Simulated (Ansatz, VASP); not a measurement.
## BeS in VASP and in Ansatz

INCAR

```
PREC = Accurate
ENCUT = 600
EDIFF = 1E-6
ISMEAR = 0
SIGMA = 0.02
LREAL = False
LASPH = True
NELM = 120
ALGO = Normal
ISIF = 2
LWAVE = False
LCHARG = False
GGA = PE
NBANDS = 11
GGA_COMPAT = False
```

The input KPOINTS:

```
Automatic mesh
0
Gamma
  8 8 8
```

The input POSCAR:

```
BeS
1.0
    0.0000000000      2.4699941500      2.4699941500
    2.4699941500      0.0000000000      2.4699941500
    2.4699941500      2.4699941500      0.0000000000
Be S
1 1
Direct
    0.0000000000      0.0000000000      0.0000000000
    0.7500000000      0.7500000000      0.7500000000
```

Input for Ansatz:

```yaml
crystal:
  lattice:
    - [0.0, 2.46999415, 2.46999415]
    - [2.46999415, 0.0, 2.46999415]
    - [2.46999415, 2.46999415, 0.0]
  atoms:
    - { symbol: Be, position: [0.0, 0.0, 0.0] }
    - { symbol: S, position: [0.75, 0.75, 0.75] }
basis:
  ecutwfc: 420
kpoints:
  mp_grid: { grid: [8, 8, 8] }
hamiltonian:
  xc: pbe
scf:
  occupations: { method: gaussian, width: 0.02 }
output:
  forces: true
  stress: true
  eigenvalues: true
  populations: true
```

Alike in both runs: task single point; functional PBE; k mesh 8 × 8 × 8; occupations gaussian, width 0.02 eV; no spin polarisation.

|  | VASP | Ansatz |
| --- | --- | --- |
| version | VASP 6.6.1 | Ansatz 0.2.0 |
| potentials or method | VASP PAW PBE potentials, release 64 (Be, S), cutoff 600 eV | scalar-relativistic, plane waves, PAW |
| valence electrons in the cell | 8 | 8 |

|  | VASP | Ansatz | Ansatz less VASP |
| --- | --- | --- | --- |
| gap on the k mesh at the Fermi level (eV) | 3.23 | 3.23 | -0.001 |
| least direct gap on the mesh (eV) | 5.43 | 5.43 | +0.001 |
| pressure (GPa) | -3.3 | -3.4 | -0.04 |

With one functional, cell and mesh, what is left measures potentials, basis and numerics.
